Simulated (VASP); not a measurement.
# Si (a cell with a defect) in VASP: further runs, part 2 of 2

VASP 6.6.1. The steps go on from the part before.

## Step 3: Relaxation of the atoms, PBEsol

INCAR reads:

```
PREC = Accurate
ENCUT = 520
EDIFF = 1E-6
ISMEAR = 0
SIGMA = 0.02
LREAL = Auto
LASPH = True
NELM = 100
ALGO = Normal
ISIF = 2
LWAVE = False
LCHARG = False
GGA = PS
IBRION = 2
NSW = 80
EDIFFG = -0.03
```

KPOINTS reads:

```
Automatic mesh
0
Gamma
  2 2 2
```

POSCAR reads:

```
Si
1.0
    0.0000000000      5.4300000000      5.4300000000
    5.4300000000      0.0000000000      5.4300000000
    5.4300000000      5.4300000000      0.0000000000
Si
17
Direct
    0.0000000000      0.0000000000      0.0000000000
    0.1250000000      0.1250000000      0.1250000000
    0.0000000000      0.0000000000      0.5000000000
    0.1250000000      0.1250000000      0.6250000000
    0.0000000000      0.5000000000      0.0000000000
    0.1250000000      0.6250000000      0.1250000000
    0.0000000000      0.5000000000      0.5000000000
    0.1250000000      0.6250000000      0.6250000000
    0.5000000000      0.0000000000      0.0000000000
    0.6250000000      0.1250000000      0.1250000000
    0.5000000000      0.0000000000      0.5000000000
    0.6250000000      0.1250000000      0.6250000000
    0.5000000000      0.5000000000      0.0000000000
    0.6250000000      0.6250000000      0.1250000000
    0.5000000000      0.5000000000      0.5000000000
    0.6250000000      0.6250000000      0.6250000000
    0.8826065000      0.8798504000      0.3706297000
```

Potentials or basis: VASP PAW PBE potentials, release 64 (Si).

The run is started by

```console
$ cat potpaw_PBE.64/Si/POTCAR > POTCAR
$ mpirun -np 1 vasp_std > vasp.out
```

OUTCAR:

```text
PREC = Accurate
   ENCUT = 520
   EDIFF = 1E-6
   ISMEAR = 0
   LREAL = Auto
   LASPH = True
   NELM = 100
   ISIF = 2
   GGA = PS
   IBRION = 2
   NSW = 80
   EDIFFG = -0.03

 ion  position               nearest neighbor table
   1  0.000  0.000  0.000-  17 2.32   4 2.35   6 2.35  10 2.35   2 2.35
   2  0.125  0.125  0.125-   1 2.35   3 2.35   5 2.35   9 2.35  17 2.65
   3  0.000  0.000  0.500-  17 2.30   4 2.35   8 2.35  12 2.35   2 2.35
   4  0.125  0.125  0.625-   1 2.35   3 2.35   7 2.35  11 2.35
   5  0.000  0.500  0.000-   2 2.35   6 2.35   8 2.35  14 2.35
   6  0.125  0.625  0.125-   1 2.35   5 2.35   7 2.35  13 2.35  17 2.72
   7  0.000  0.500  0.500-   4 2.35   6 2.35   8 2.35  16 2.35  17 2.38
   8  0.125  0.625  0.625-   3 2.35   5 2.35   7 2.35  15 2.35  17 2.70
   9  0.500  0.000  0.000-   2 2.35  10 2.35  12 2.35  14 2.35
  10  0.625  0.125  0.125-   1 2.35   9 2.35  11 2.35  13 2.35  17 2.73
  11  0.500  0.000  0.500-   4 2.35  10 2.35  12 2.35  16 2.35  17 2.40
  12  0.625  0.125  0.625-   3 2.35   9 2.35  11 2.35  15 2.35  17 2.71
  13  0.500  0.500  0.000-   6 2.35  10 2.35  14 2.35  16 2.35
  14  0.625  0.625  0.125-   5 2.35   9 2.35  13 2.35  15 2.35
  15  0.500  0.500  0.500-   8 2.35  12 2.35  14 2.35  16 2.35
  16  0.625  0.625  0.625-   7 2.35  11 2.35  13 2.35  15 2.35  17 2.78
  17  0.883  0.880  0.371-   3 2.30   1 2.32   7 2.38  11 2.40   2 2.65   8 2.70  12 2.71   6 2.72
                            10 2.73  16 2.78

  LATTYP: Found a face centered cubic cell.
 ALAT       =    10.8600000000

  Lattice vectors:

 A1 = (   0.0000000000,   5.4300000000,   5.4300000000)
 A2 = (   5.4300000000,   0.0000000000,   5.4300000000)
 A3 = (   5.4300000000,   5.4300000000,   0.0000000000)

Analysis of symmetry for initial positions (statically):
=====================================================================
 Subroutine PRICEL returns:
 Original cell was already a primitive cell.

 Routine SETGRP: Setting up the symmetry group for a
 face centered cubic supercell.

 Subroutine GETGRP returns: Found  1 space group operations
 (whereof  1 operations were pure point group operations)
 out of a pool of 48 trial point group operations.

The static configuration has the point symmetry C_1 .

Analysis of symmetry for dynamics (positions and initial velocities):
=====================================================================
 Subroutine PRICEL returns:
 Original cell was already a primitive cell.

 Routine SETGRP: Setting up the symmetry group for a
 face centered cubic supercell.

 Subroutine GETGRP returns: Found  1 space group operations
 (whereof  1 operations were pure point group operations)
 out of a pool of 48 trial point group operations.

The dynamic configuration has the point symmetry C_1 .

 Subroutine INISYM returns: Found  1 space group operations
 (whereof  1 operations are pure point group operations),
 and found     1 'primitive' translations

----------------------------------------------------------------------------------------

                                     Primitive cell

  volume of cell :     320.2060

  direct lattice vectors                    reciprocal lattice vectors
     0.000000000  5.430000000  5.430000000    -0.092081031  0.092081031  0.092081031
     5.430000000  0.000000000  5.430000000     0.092081031 -0.092081031  0.092081031
     5.430000000  5.430000000  0.000000000     0.092081031  0.092081031 -0.092081031

  length of vectors
     7.679179644  7.679179644  7.679179644     0.159489025  0.159489025  0.159489025

  position of ions in fractional coordinates (direct lattice)
     0.000000000  0.000000000  0.000000000
     0.125000000  0.125000000  0.125000000
[... 56 lines left out ...]

 Subroutine IBZKPT returns following result:
 ===========================================

 Found      8 irreducible k-points:

 Following reciprocal coordinates:
            Coordinates               Weight
  0.000000  0.000000  0.000000      1.000000
  0.500000  0.000000  0.000000      1.000000
  0.000000  0.500000  0.000000      1.000000
  0.000000  0.000000  0.500000      1.000000
  0.500000  0.500000  0.500000      1.000000
  0.500000  0.500000  0.000000      1.000000
  0.000000  0.500000  0.500000      1.000000
  0.500000  0.000000  0.500000      1.000000
   k-points           NKPTS =      8   k-points in BZ     NKDIM =      8   number of bands    NBANDS=     43
   number of dos      NEDOS =    301   number of ions     NIONS =     17
   total plane-waves  NPLWV = 216000
   dimension x,y,z NGX =    60 NGY =   60 NGZ =   60
   dimension x,y,z NGXF=   120 NGYF=  120 NGZF=  120
   ions per type =              17
   NGX,Y,Z   is equivalent  to a cutoff of  12.99, 12.99, 12.99 a.u.
   NGXF,Y,Z  is equivalent  to a cutoff of  25.98, 25.98, 25.98 a.u.
 SYSTEM =  unknown system
   PREC   = accura    normal or accurate (medium, high low for compatibility)
   ISTART =      0    job   : 0-new  1-cont  2-samecut
   ICHARG =      2    charge: 1-file 2-atom 10-const
   ISPIN  =      1    spin polarized calculation?
   LNONCOLLINEAR =      F non collinear calculations
   LSORBIT =      F    spin-orbit coupling
   LASPH  =      T    aspherical Exc in radial PAW
   ENCUT  =  520.0 eV  38.22 Ry    6.18 a.u.  14.28 14.28 14.28*2*pi/ulx,y,z
   NELM   =    100;   NELMIN=  2; NELMDL= -5     # of ELM steps
   EDIFF  = 0.1E-05   stopping-criterion for ELM
   LREAL  =      T    real-space projection
   EDIFFG = -.3E-01   stopping-criterion for IOM
   NSW    =     80    number of steps for IOM
   IBRION =      2    ionic relax: 0-MD 1-quasi-New 2-CG
   NFREE  =      1    steps in history (QN), initial steepest desc. (CG)
   ISIF   =      2    stress and relaxation
   ISYM   =      2    0-nonsym 1-usesym 2-fastsym
   POTIM  = 0.5000    time-step for ionic-motion
   TEBEG  =    0.0;   TEEND  =   0.0 temperature during run
   PSTRESS=    0.0 pullay stress
   NELECT =      68.0000    total number of electrons
   NUPDOWN=      -1.0000    fix difference up-down
   EMIN   =  10.00;   EMAX   =-10.00  energy-range for DOS
   EFERMI =   0.00;   METHOD = LEGACY
   ISMEAR =     0;   SIGMA  =   0.02  broadening in eV -4-tet -1-fermi 0-gaus
   EFERMI_NEDOS =   21; number of points for ismear=-14 and -15
   IALGO  =     38    algorithm
   IMIX   =      4    mixing-type and parameters
     AMIX     =   0.40;   BMIX     =  1.00
     AMIX_MAG =   1.60;   BMIX_MAG =  1.00
  volume/ion in A,a.u.               =      18.84       127.11
  Fermi-wavevector in a.u.,A,eV,Ry     =   0.976715  1.845724 12.979587  0.953973
  Thomas-Fermi vector in A             =   2.107356
   LORBIT       =      0    0 simple, 1 ext, 2 COOP (PROOUT), +10 PAW based schemes
   GGA     = PS    functional components
   LHFCALC =     F    Hartree Fock is set to
   AEXX    =    0.0000 exact exchange contribution
   IVDW    =     0    specifies the selected vdW correction
   LEPSILON=     F    determine dielectric tensor
   LRPA    =     F    only Hartree local field effects (RPA)
 conjugate gradient relaxation of ions
 non-spin polarized calculation
 Gauss-broadening in eV      SIGMA  =   0.02
  energy-cutoff  :      520.00
  volume of cell :      320.21
 maximum number of plane-waves:      8646
 NGX is ok and might be reduce to    60
   NGX = 29   NGY = 29   NGZ = 29

--------------------------------------- Ionic step        1  -------------------------------------------

 number of electron      68.0000003 magnetization

 Free energy of the ion-electron system (eV)
  ---------------------------------------------------
  ext. energy  EPLUGINS =         0.00000000
  ---------------------------------------------------
  free energy    TOTEN  =       -93.78336225 eV

  energy without entropy =      -93.77954172  energy(sigma->0) =      -93.78145199

------------------------ aborting loop because EDIFF is reached ----------------------------------------

  FORCE on cell =-STRESS in cart. coord.  units (eV):
  Direction    XX          YY          ZZ          XY          YZ          ZX
  --------------------------------------------------------------------------------------
  -------------------------------------------------------------------------------------
  Total        7.9551698      7.9637146      8.0803291      0.8539055      0.0521633      0.2270640
  in kB       39.8043516     39.8471059     40.4305962      4.2725870      0.2610034      1.1361334
  external PRESSURE =      40.0273513 kB  Pullay stress =       0.0000000 kB
[... 293 lines left out ...]
--------------------------------------- Ionic step        7  -------------------------------------------

 number of electron      68.0000000 magnetization

 Free energy of the ion-electron system (eV)
  ---------------------------------------------------
  ext. energy  EPLUGINS =         0.00000000
  ---------------------------------------------------
  free energy    TOTEN  =       -93.92115306 eV

  energy without entropy =      -93.91718688  energy(sigma->0) =      -93.91916997

 E-fermi :   6.8064     XC(G=0):  -9.8056

 val. band max:        6.5717141712   @ k =   0.0000   0.0000   0.0000
 cond. band min:       6.8124394101   @ k =   0.0000   0.5000   0.5000
 fundamental gap:      0.2407252389
 Fermi energy:         6.8063602189

 k-point     1 :       0.0000    0.0000    0.0000
  band No.  band energies     occupation
      1      -6.3872      2.00000
      2      -3.8300      2.00000
      3      -3.6837      2.00000
      4      -3.6816      2.00000
      5      -3.6809      2.00000
      6      -2.8673      2.00000
[... 401 lines left out ...]
  FREE ENERGIE OF THE ION-ELECTRON SYSTEM (eV)
  ---------------------------------------------------
  free  energy   TOTEN  =       -93.9211530574 eV

  energy  without entropy=      -93.9171868763  energy(sigma->0) =      -93.91916997

 reached required accuracy - stopping structural energy minimisation
```

It took 10 min on 1 thread of Oxide Virtual Turin-like, shared host; peak memory 0.49 GiB.

What came out:

- Free energy: -93.9212 eV
- Energy gained by relaxing: 8.1 meV/atom
- Ionic steps: 7
- Pressure after relaxing: 3.5 GPa
- Largest force after relaxing: 0.023 eV/Å
- Band gap on the k mesh: zero (bands 34 and 35 overlap by 0.25 eV)

Forces on the atoms (eV/Å):
```
Si  -0.002  0.002  0.017
Si   0.004  0.003 -0.012
Si  -0.007 -0.004  0.008
Si   0.002 -0.001 -0.013
Si  -0.011  0.009  0.001
Si   0.010 -0.011  0.003
Si  -0.012  0.016  0.001
Si   0.013 -0.011  0.007
Si   0.009 -0.010 -0.003
Si  -0.013  0.009  0.006
Si   0.014 -0.012 -0.003
Si  -0.010  0.015  0.011
Si   0.006  0.003 -0.001
Si  -0.001 -0.001 -0.003
Si  -0.001 -0.003 -0.005
Si  -0.003  0.000  0.008
Si   0.002 -0.005 -0.023
```

Step by step:
| step | energy change (eV) | largest force (eV/Å) | pressure (GPa) |
| --- | --- | --- | --- |
| 1 | 0.0000 | 1.2075 | 4.00 |
| 2 | -0.1318 | 0.1961 | 3.52 |
| 3 | -0.1322 | 0.2033 | 3.51 |
| 4 | -0.1366 | 0.0952 | 3.50 |
| 5 | -0.1366 | 0.1000 | 3.50 |
| 6 | -0.1377 | 0.0479 | 3.51 |
| 7 | -0.1378 | 0.0233 | 3.52 |

Final structure:
```yaml
crystal:
  lattice:
    - [0.00000, 5.43000, 5.43000]
    - [5.43000, 0.00000, 5.43000]
    - [5.43000, 5.43000, 0.00000]
  atoms:
    - { symbol: Si, position: [0.00233, 0.00238, 0.99270] }
    - { symbol: Si, position: [0.12818, 0.12816, 0.12189] }
    - { symbol: Si, position: [0.00264, 0.00270, 0.50288] }
    - { symbol: Si, position: [0.12690, 0.12620, 0.62388] }
    - { symbol: Si, position: [0.99838, 0.50071, 0.00049] }
    - { symbol: Si, position: [0.12812, 0.62209, 0.12181] }
    - { symbol: Si, position: [0.00164, 0.49489, 0.50172] }
    - { symbol: Si, position: [0.12813, 0.62212, 0.62803] }
    - { symbol: Si, position: [0.50073, 0.99845, 0.00045] }
    - { symbol: Si, position: [0.62216, 0.12808, 0.12181] }
    - { symbol: Si, position: [0.49556, 0.00146, 0.50149] }
    - { symbol: Si, position: [0.62218, 0.12809, 0.62801] }
    - { symbol: Si, position: [0.50054, 0.50047, 0.00027] }
    - { symbol: Si, position: [0.62491, 0.62495, 0.12506] }
    - { symbol: Si, position: [0.50058, 0.50051, 0.49865] }
    - { symbol: Si, position: [0.62215, 0.62207, 0.62791] }
    - { symbol: Si, position: [0.87747, 0.87653, 0.37355] }
```

Caveat: the k points lie up to 0.50 Å⁻¹ apart; the PAW data sets were made with another functional, which shifts forces and pressure a little.
